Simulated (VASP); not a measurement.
# MgO (Periclase) (Fm-3m) in VASP: a series of runs

MgO (Periclase) is run at these levels: PBEsol; tasks: single point, relaxation of cell and atoms.

Everything below comes from runs of VASP 6.6.1. Logs are shortened: lines on timing, memory, paths and dates and some standing lists are left out, and cuts for length are marked.

## Step 1: The cell of the first run

Symmetry: Fm-3m, No. 225, cubic system. The conventional cell has a = 3.497 Å, b = 3.497 Å, c = 3.497 Å, α = 90.00°, β = 90.00°, γ = 90.00°. Mg (site symmetry m-3m) has 6 O at 1.75 Å within 2.3 Å. O (site symmetry m-3m) has 6 Mg at 1.75 Å within 2.3 Å.

## Step 2: Single point, PBEsol

Contents of INCAR:

```
PREC = Accurate
ENCUT = 600
EDIFF = 1E-6
ISMEAR = 0
SIGMA = 0.1
LREAL = F
LASPH = T
NELM = 120
ALGO = Normal
ISIF = 2
LWAVE = F
LCHARG = F
GGA = PS
NBANDS = 11
GGA_COMPAT = F
```

Contents of KPOINTS:

```
Automatic mesh
0
Gamma
  10 10 10
```

Contents of POSCAR:

```
MgO
1.0
    0.0000000000      1.7482935923      1.7482935923
    1.7482935923      0.0000000000      1.7482935923
    1.7482935923      1.7482935923      0.0000000000
Mg O
1 1
Direct
    0.0000000000      0.0000000000      0.0000000000
    0.5000000000      0.5000000000      0.5000000000
```

Potentials or basis: VASP PAW PBE potentials, release 64 (Mg, O).

Started as:

```console
$ cat potpaw_PBE.64/Mg/POTCAR potpaw_PBE.64/O/POTCAR > POTCAR
$ mpirun -np 1 vasp_std > vasp.out
```

OUTCAR:

```text
PREC = Accurate
   ENCUT = 600
   EDIFF = 1E-6
   ISMEAR = 0
   LREAL = F
   LASPH = T
   NELM = 120
   ISIF = 2
   GGA = PS

 ion  position               nearest neighbor table
   1  0.000  0.000  0.000-   2 1.75   2 1.75   2 1.75   2 1.75   2 1.75   2 1.75
   2  0.500  0.500  0.500-   1 1.75   1 1.75   1 1.75   1 1.75   1 1.75   1 1.75

  LATTYP: Found a face centered cubic cell.
 ALAT       =     3.4965871846

  Lattice vectors:

 A1 = (   0.0000000000,   1.7482935923,   1.7482935923)
 A2 = (   1.7482935923,   0.0000000000,   1.7482935923)
 A3 = (   1.7482935923,   1.7482935923,   0.0000000000)

Analysis of symmetry for initial positions (statically):
=====================================================================
 Subroutine PRICEL returns:
 Original cell was already a primitive cell.

 Routine SETGRP: Setting up the symmetry group for a
 face centered cubic supercell.

 Subroutine GETGRP returns: Found 48 space group operations
 (whereof 48 operations were pure point group operations)
 out of a pool of 48 trial point group operations.

The static configuration has the point symmetry O_h .

Analysis of symmetry for dynamics (positions and initial velocities):
=====================================================================
 Subroutine PRICEL returns:
 Original cell was already a primitive cell.

 Routine SETGRP: Setting up the symmetry group for a
 face centered cubic supercell.

 Subroutine GETGRP returns: Found 48 space group operations
 (whereof 48 operations were pure point group operations)
 out of a pool of 48 trial point group operations.

The dynamic configuration has the point symmetry O_h .

 Subroutine INISYM returns: Found 48 space group operations
 (whereof 48 operations are pure point group operations),
 and found     1 'primitive' translations

----------------------------------------------------------------------------------------

                                     Primitive cell

  volume of cell :      10.6874

  direct lattice vectors                    reciprocal lattice vectors
     0.000000000  1.748293592  1.748293592    -0.285993155  0.285993155  0.285993155
     1.748293592  0.000000000  1.748293592     0.285993155 -0.285993155  0.285993155
     1.748293592  1.748293592  0.000000000     0.285993155  0.285993155 -0.285993155

  length of vectors
     2.472460509  2.472460509  2.472460509     0.495354675  0.495354675  0.495354675

  position of ions in fractional coordinates (direct lattice)
     0.000000000  0.000000000  0.000000000
     0.500000000  0.500000000  0.500000000

  ion indices of the primitive-cell ions
   primitive index   ion index
                 1           1
                 2           2

----------------------------------------------------------------------------------------

 KPOINTS: Automatic mesh

Automatic generation of k-mesh.
 Grid dimensions read from file:
 generate k-points for:   10   10   10

 Generating k-lattice:

  Cartesian coordinates                     Fractional coordinates (reciprocal lattice)
    -0.028599315  0.028599315  0.028599315     0.100000000  0.000000000  0.000000000
     0.028599315 -0.028599315  0.028599315     0.000000000  0.100000000  0.000000000
     0.028599315  0.028599315 -0.028599315     0.000000000  0.000000000  0.100000000

  Length of vectors
     0.049535467  0.049535467  0.049535467

  Shift w.r.t. Gamma in fractional coordinates (k-lattice)
     0.000000000  0.000000000  0.000000000

 Subroutine IBZKPT returns following result:
 ===========================================

 Found     47 irreducible k-points:

 Following reciprocal coordinates:
            Coordinates               Weight
  0.000000  0.000000  0.000000      1.000000
  0.100000  0.000000  0.000000      8.000000
  0.200000  0.000000  0.000000      8.000000
  0.300000  0.000000  0.000000      8.000000
  0.400000  0.000000  0.000000      8.000000
  0.500000  0.000000  0.000000      4.000000
[... 16 lines left out ...]
  0.300000  0.300000  0.000000      6.000000
  0.400000  0.300000  0.000000     24.000000
 [... further k-points ...]
   k-points           NKPTS =     47   k-points in BZ     NKDIM =     47   number of bands    NBANDS=     11
   number of dos      NEDOS =    301   number of ions     NIONS =      2
   total plane-waves  NPLWV =   8000
   dimension x,y,z NGX =    20 NGY =   20 NGZ =   20
   dimension x,y,z NGXF=    40 NGYF=   40 NGZF=   40
   ions per type =               1   1
   NGX,Y,Z   is equivalent  to a cutoff of  13.45, 13.45, 13.45 a.u.
   NGXF,Y,Z  is equivalent  to a cutoff of  26.90, 26.90, 26.90 a.u.
 SYSTEM =  unknown system
   PREC   = accura    normal or accurate (medium, high low for compatibility)
   ISTART =      0    job   : 0-new  1-cont  2-samecut
   ICHARG =      2    charge: 1-file 2-atom 10-const
   ISPIN  =      1    spin polarized calculation?
   LNONCOLLINEAR =      F non collinear calculations
   LSORBIT =      F    spin-orbit coupling
   LASPH  =      T    aspherical Exc in radial PAW
   ENCUT  =  600.0 eV  44.10 Ry    6.64 a.u.   4.94  4.94  4.94*2*pi/ulx,y,z
   NELM   =    120;   NELMIN=  2; NELMDL= -5     # of ELM steps
   EDIFF  = 0.1E-05   stopping-criterion for ELM
   LREAL  =      F    real-space projection
   EDIFFG = 0.1E-04   stopping-criterion for IOM
   NSW    =      0    number of steps for IOM
   IBRION =     -1    ionic relax: 0-MD 1-quasi-New 2-CG
   NFREE  =      0    steps in history (QN), initial steepest desc. (CG)
   ISIF   =      2    stress and relaxation
   ISYM   =      2    0-nonsym 1-usesym 2-fastsym
   POTIM  = 0.5000    time-step for ionic-motion
   TEBEG  =    0.0;   TEEND  =   0.0 temperature during run
   PSTRESS=    0.0 pullay stress
   NELECT =       8.0000    total number of electrons
   NUPDOWN=      -1.0000    fix difference up-down
   EMIN   =  10.00;   EMAX   =-10.00  energy-range for DOS
   EFERMI =   0.00;   METHOD = LEGACY
   ISMEAR =     0;   SIGMA  =   0.10  broadening in eV -4-tet -1-fermi 0-gaus
   EFERMI_NEDOS =   21; number of points for ismear=-14 and -15
   IALGO  =     38    algorithm
   IMIX   =      4    mixing-type and parameters
     AMIX     =   0.40;   BMIX     =  1.00
     AMIX_MAG =   1.60;   BMIX_MAG =  1.00
  volume/ion in A,a.u.               =       5.34        36.06
  Fermi-wavevector in a.u.,A,eV,Ry     =   1.486439  2.808963 30.062090  2.209501
  Thomas-Fermi vector in A             =   2.599725
   LORBIT       =      0    0 simple, 1 ext, 2 COOP (PROOUT), +10 PAW based schemes
   GGA     = PS    functional components
   LHFCALC =     F    Hartree Fock is set to
   AEXX    =    0.0000 exact exchange contribution
   IVDW    =     0    specifies the selected vdW correction
   LEPSILON=     F    determine dielectric tensor
   LRPA    =     F    only Hartree local field effects (RPA)
 non-spin polarized calculation
 Gauss-broadening in eV      SIGMA  =   0.10
  energy-cutoff  :      600.00
  volume of cell :       10.69
 maximum number of plane-waves:       368
   NGX =  9   NGY =  9   NGZ =  9

 number of electron       8.0000004 magnetization

 Free energy of the ion-electron system (eV)
  ---------------------------------------------------
  ext. energy  EPLUGINS =         0.00000000
  ---------------------------------------------------
  free energy    TOTEN  =        -8.08848772 eV

  energy without entropy =       -8.08848772  energy(sigma->0) =       -8.08848772

 E-fermi :   9.3709     XC(G=0): -14.3126

 val. band max:        8.8199297119   @ k =   0.0000   0.0000   0.0000
 cond. band min:      17.5345806736   @ k =   0.5000   0.5000   0.0000
 fundamental gap:      8.7146509616
 Fermi energy:         9.3709066595

 k-point     1 :       0.0000    0.0000    0.0000
  band No.  band energies     occupation
      1     -12.2925      2.00000
      2       8.8199      2.00000
      3       8.8199      2.00000
      4       8.8199      2.00000
      5      21.0789      0.00000
      6      27.2928      0.00000
      7      27.2928      0.00000
      8      27.2928      0.00000
      9      32.9042      0.00000
     10      35.6527      0.00000
     11      35.6528      0.00000

 k-point     2 :       0.1000    0.0000    0.0000
  band No.  band energies     occupation
      1     -12.0481      2.00000
      2       7.9791      2.00000
      3       8.6353      2.00000
      4       8.6353      2.00000
      5      21.6007      0.00000
      6      25.8465      0.00000
      7      27.7768      0.00000
      8      27.7768      0.00000
      9      35.5738      0.00000
     10      35.5738      0.00000
     11      35.6196      0.00000

 k-point     3 :       0.2000    0.0000    0.0000
  band No.  band energies     occupation
      1     -11.3554      2.00000
      2       5.9675      2.00000
      3       8.1775      2.00000
      4       8.1775      2.00000
      5      22.0117      0.00000
      6      25.0690      0.00000
      7      29.0280      0.00000
      8      29.0280      0.00000
      9      35.5871      0.00000
     10      35.5871      0.00000
     11      40.1406      0.00000

 k-point     4 :       0.3000    0.0000    0.0000
  band No.  band energies     occupation
      1     -10.3528      2.00000
      2       3.6420      2.00000
      3       7.6562      2.00000
      4       7.6562      2.00000
      5      21.3196      0.00000
      6      26.3582      0.00000
      7      30.4308      0.00000
      8      30.4308      0.00000
      9      36.2608      0.00000
     10      36.2608      0.00000
     11      41.4633      0.00000
[... 239 lines left out ...]
 k-point    22 :      -0.2000    0.2000    0.0000
  band No.  band energies     occupation
      1     -10.0859      2.00000
      2       3.9880      2.00000
      3       6.2600      2.00000
      4       7.5625      2.00000
      5      23.4730      0.00000
      6      23.9803      0.00000
      7      30.9963      0.00000
      8      31.2086      0.00000
      9      34.4843      0.00000
     10      37.3345      0.00000
     11      45.0540      0.00000

 k-point    23 :       0.3000    0.3000    0.0000
  band No.  band energies     occupation
      1      -9.9677      2.00000
      2       3.7570      2.00000
      3       7.1569      2.00000
      4       7.1569      2.00000
      5      19.4477      0.00000
      6      25.2366      0.00000
      7      30.5917      0.00000
      8      34.1017      0.00000
      9      34.1017      0.00000
     10      39.5672      0.00000
     11      48.8639      0.00000

 k-point    24 :       0.4000    0.3000    0.0000
  band No.  band energies     occupation
      1      -9.3441      2.00000
      2       2.9468      2.00000
      3       6.4628      2.00000
      4       6.8866      2.00000
      5      19.2678      0.00000
      6      26.0479      0.00000
      7      29.5535      0.00000
      8      35.2354      0.00000
      9      35.6448      0.00000
     10      41.1120      0.00000
     11      48.9792      0.00000

 [... further k-points ...]
[... 5 lines left out ...]
  --------------------------------------------------------------------------------------
  -------------------------------------------------------------------------------------
  Total       19.2823018     19.2823018     19.2823018      0.0000000      0.0000000     -0.0000000
  in kB     2890.6556961   2890.6556961   2890.6556961      0.0000000      0.0000000     -0.0000000
  external PRESSURE =    2890.6556961 kB  Pullay stress =       0.0000000 kB

 VOLUME and BASIS-vectors are now :
 -----------------------------------------------------------------------------
  energy-cutoff  :      600.00
  volume of cell :       10.69
      direct lattice vectors                 reciprocal lattice vectors
     0.000000000  1.748293592  1.748293592    -0.285993155  0.285993155  0.285993155
     1.748293592  0.000000000  1.748293592     0.285993155 -0.285993155  0.285993155
     1.748293592  1.748293592  0.000000000     0.285993155  0.285993155 -0.285993155

 POSITION                                       TOTAL-FORCE (eV/Angst)
 -----------------------------------------------------------------------------------
      0.00000      0.00000      0.00000        -0.000000      0.000000     -0.000000
      1.74829      1.74829      1.74829         0.000000     -0.000000      0.000000
 -----------------------------------------------------------------------------------
    total drift:                                0.000000      0.000000      0.000000

  FREE ENERGIE OF THE ION-ELECTRON SYSTEM (eV)
  ---------------------------------------------------
  free  energy   TOTEN  =        -8.0884877167 eV

  energy  without entropy=       -8.0884877167  energy(sigma->0) =       -8.08848772
```

It took 12 s on 1 thread of Intel Xeon 8259CL, shared host; peak memory 0.13 GiB.

Results:

```
Free energy            : -8.0885 eV
Pressure               : 289.1 GPa
Band gap on the k mesh : 8.71 eV, indirect (least direct gap 11.00 eV)
```

Levels at points of the mesh, in eV from the valence-band top:
| k point | band 1 | band 2 | band 3 | band 4 | band 5 | band 6 | band 7 | band 8 |
| --- | --- | --- | --- | --- | --- | --- | --- | --- |
| (0.00, 0.00, 0.00) | -21.11 | 0.00 | 0.00 | 0.00 | 12.26 | 18.47 | 18.47 | 18.47 |
| (0.50, 0.00, 0.00) | -17.70 | -7.88 | -1.70 | -1.70 | 11.80 | 19.46 | 22.67 | 22.67 |
| (0.50, 0.50, 0.00) | -17.45 | -6.87 | -2.28 | -2.28 | 8.71 | 17.58 | 20.16 | 29.23 |

Caveat: the PAW data sets were made with another functional, which shifts forces and pressure a little.

(Continued in part 2 of 2.)
